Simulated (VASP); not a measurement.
A run of VASP 6.6.1 is set up as follows.

The input INCAR:

```
PREC = Accurate
ENCUT = 520
EDIFF = 1E-6
ISMEAR = 0
SIGMA = 0.1
LREAL = False
LASPH = True
NELM = 80
ALGO = Normal
ISIF = 2
LWAVE = False
LCHARG = True
GGA = PE
LELF = True
LVHAR = True
NBANDS = 37
```

KPOINTS

```
Automatic mesh
0
Gamma
  9 9 4
```

Contents of POSCAR:

```
In3SbTe2
1.0
    4.5071361623      0.0000000000      0.0000000000
   -2.2535680811      3.9032944149      0.0000000000
    0.0000000000      0.0000000000     10.9279840606
In Sb Te
3 1 2
Direct
    0.0000000000      0.0000000000      0.5000000000
    0.3333333333      0.6666666667      0.1545203915
    0.6666666667      0.3333333333      0.8454796085
    0.0000000000      0.0000000000      0.0000000000
    0.3333333333      0.6666666667      0.6717533243
    0.6666666667      0.3333333333      0.3282466757
```

Potentials or basis: VASP PAW PBE potentials, release 64 (In_d, Sb, Te).

Run with:

```bash
$ cat potpaw_PBE.64/In_d/POTCAR potpaw_PBE.64/Sb/POTCAR potpaw_PBE.64/Te/POTCAR > POTCAR
$ mpirun -np 1 vasp_std > vasp.out
```

(1) Predict the band gap on the k mesh.

(2) What does it give for the pressure?

Results:

(1) zero (bands 28 and 29 overlap by 1.32 eV).

(2) -2.2 GPa.

Caveat: spin-orbit coupling is left out, which moves the levels of the heavy elements.
